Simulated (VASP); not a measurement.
Here is a VASP 6.6.1 calculation.

The input INCAR:

```
SYSTEM = MgO
ALGO = Normal ; EDIFF = 1E-6
ENCUT = 840 ; GGA = PE
GGA_COMPAT = .FALSE. ; ISIF = 2
ISMEAR = -1 ; LASPH = .TRUE.
LCHARG = .FALSE. ; LREAL = .FALSE.
LWAVE = .FALSE. ; NBANDS = 15
NELM = 120 ; PREC = Accurate
SIGMA = 5E-4
```

Contents of KPOINTS:

```
k-points
0
G
  8 8 8
  0 0 0
```

POSCAR

```
MgO
1.0
    0.0000000000      2.1652500000      2.1652500000
    2.1652500000      0.0000000000      2.1652500000
    2.1652500000      2.1652500000      0.0000000000
Mg O
1 1
Direct
    0.0000000000      0.0000000000      0.0000000000
    0.5000000000      0.5000000000      0.5000000000
```

Potentials or basis: VASP PAW PBE potentials, release 64 (Mg_sv, O).

Command:

```bash
$ cat potpaw_PBE.64/Mg_sv/POTCAR potpaw_PBE.64/O/POTCAR > POTCAR
$ mpirun -np 1 vasp_std > vasp.out
```

Task: Estimate the pressure.

Result: -7.2 GPa.

Task: Estimate the band gap on the k mesh.

Result: 3.97 eV.

Caveat: the cell stands under tension. A hybrid or GW would open this gap; PBE tends to underestimate it.
